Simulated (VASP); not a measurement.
# GaN: relaxation of cell and atoms with LDA

Crystal: GaN.

```
CELL_PARAMETERS angstrom
2.22770 2.22770 0.00000
-2.22770 2.22770 0.00000
0.00000 2.22770 2.22770
ATOMIC_POSITIONS crystal
Ga 0.00000 0.00000 0.00000
N 0.25000 0.75000 0.50000
```

* Program: VASP 6.6.1
* Task: relaxation of cell and atoms
* Functional: LDA
* Potentials or basis: VASP PAW LDA potentials, release 64 (Ga_d, N)
* Cutoff: 600 eV
* k mesh: 10 × 10 × 10
* Occupations: gaussian, width 0.01 eV
* Spin: no spin polarisation
* Target pressure: 10 GPa
* Dipole correction: no
* Further INCAR settings: ALGO = Normal; EDIFF = 1e-06; IBRION = 2; EDIFFG = -0.002; NSW = 100; ISIF = 3

```
Relaxed volume                                         : 10.62 Å³/atom
Relaxed cell                                           : a = 3.109 Å, b = 3.109 Å, c = 3.109 Å, α = 60.00°, β = 60.00°, γ = 90.00°
Space group after relaxing (to 0.05 Å)                 : F-43m (No. 216)
Energy change on relaxing (the enthalpy is what falls) : +14.5 meV/atom
Ionic steps                                            : 6
Pressure after relaxing                                : 10.0 GPa
Band gap on the k mesh                                 : 2.23 eV, direct
```

Step by step:
```
step  energy change (eV)  largest force (eV/Å)  pressure (GPa)  volume (Å³)
   1              0.0000                0.0000            1.00        22.11
   2              0.1390                0.0000           23.77        20.18
   3              0.0282                0.0000            9.70        21.25
   4              0.0297                0.0000           10.17        21.23
   5              0.0278                0.0000            9.72        21.26
   6              0.0290                0.0000           10.03        21.24
```

Final structure:
```cif
data_structure
_symmetry_space_group_name_H-M 'P 1'
_symmetry_Int_Tables_number 1
_cell_length_a 3.1086
_cell_length_b 3.1086
_cell_length_c 3.1086
_cell_angle_alpha 60.000
_cell_angle_beta 60.000
_cell_angle_gamma 90.000
_cell_volume 21.24
loop_
_atom_site_label
_atom_site_type_symbol
_atom_site_fract_x
_atom_site_fract_y
_atom_site_fract_z
_atom_site_occupancy
Ga1 Ga 0.00000 0.00000 0.00000 1
N1 N 0.25000 0.75000 0.50000 1
```

Levels at points of the mesh, in eV from the valence-band top:
```
           k point  band 5  band 6  band 7  band 8  band 9  band 10  band 11  band 12  band 13
(0.00, 0.00, 0.00)  -13.25  -13.25    0.00    0.00    0.00     2.23    10.58    10.58    10.58
(0.50, 0.00, 0.00)  -13.19  -11.87   -7.63   -1.08   -1.08     5.06     8.96    10.59    10.59
(0.50, 0.50, 0.00)  -13.15  -11.41   -6.52   -3.01   -3.01     3.27     6.91    12.05    14.55
```

It took 45 s on 1 thread of AMD EPYC 7R13 Processor (Zen 3), on a shared host, peak memory 0.13 GiB.

Caveat: the cell is relaxed towards a set pressure, so the enthalpy falls and the energy may rise. LDA gaps usually lie below the measured ones, often by a third to a half.
